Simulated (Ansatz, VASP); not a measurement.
## CrSiS in VASP and in Ansatz

```
CELL_PARAMETERS angstrom
2.88134 0.00000 0.00000
0.00000 2.88134 0.00000
0.00000 0.00000 4.94806
ATOMIC_POSITIONS crystal
Cr 0.50000 0.50000 0.28039
Si 0.00000 0.00000 0.99235
S 0.00000 0.00000 0.53352
```

Alike in both runs: functional PBE; k mesh 12 × 12 × 8; occupations gaussian, width 0.1 eV; no spin polarisation.

Ansatz relaxed the structure, and its values are those at the end. VASP's run is a single point on that final structure, the one shown.

```csv
,VASP,Ansatz
version,VASP 6.6.1,Ansatz 0.2.0
potentials or method,"VASP PAW PBE potentials, release 64 (Cr_pv, Si, S), cutoff 520 eV","scalar-relativistic, plane waves, PAW"
valence electrons in the cell,22,24
```

VASP gave:

```
gap on the k mesh at the Fermi level (eV) : none
pressure (GPa)                            : -0.2
rms of the force components (eV/Å)        : 0.004
```

Q: What did Ansatz give for the same quantities?

A: gap on the k mesh at the Fermi level (eV): none; pressure (GPa): 0.0; rms of the force components (eV/Å): 0.003.

A gap of «none» marks a metal or a gap that the smearing closes. VASP's potentials hold 22 valence electrons a cell and Ansatz's 24, so a difference there can come from the potentials and not from the codes.
